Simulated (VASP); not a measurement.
Crystal: Pb.

```xyz
1
Lattice="0.0000 2.5176 2.5176 2.5176 0.0000 2.5176 2.5176 2.5176 0.0000" Properties=species:S:1:pos:R:3 pbc="T T T"
Pb    0.0000    0.0000    0.0000
```

Base run:

- Program: VASP 6.6.1
- Functional: PBE
- Potentials or basis: VASP PAW PBE potentials, release 64 (Pb_d)
- Cutoff: 520 eV
- k mesh: 11 × 11 × 11
- Occupations: fermi-dirac, width 0.1 eV
- Spin: no spin polarisation

Its results: band gap on the k mesh zero (band 7 reaches 13.74 eV, above the bottom of band 8 at 5.37 eV); pressure -0.1 GPa.

Q: The run is repeated on the same cell with these changes: occupations from fermi-dirac, width 0.1 eV to gaussian, width 1 eV. What comes out?

A: Band gap on the k mesh zero (band 7 reaches 13.74 eV, above the bottom of band 8 at 5.37 eV); pressure 0.6 GPa.

Caveats: spin-orbit coupling is left out, which moves the levels of the heavy elements.
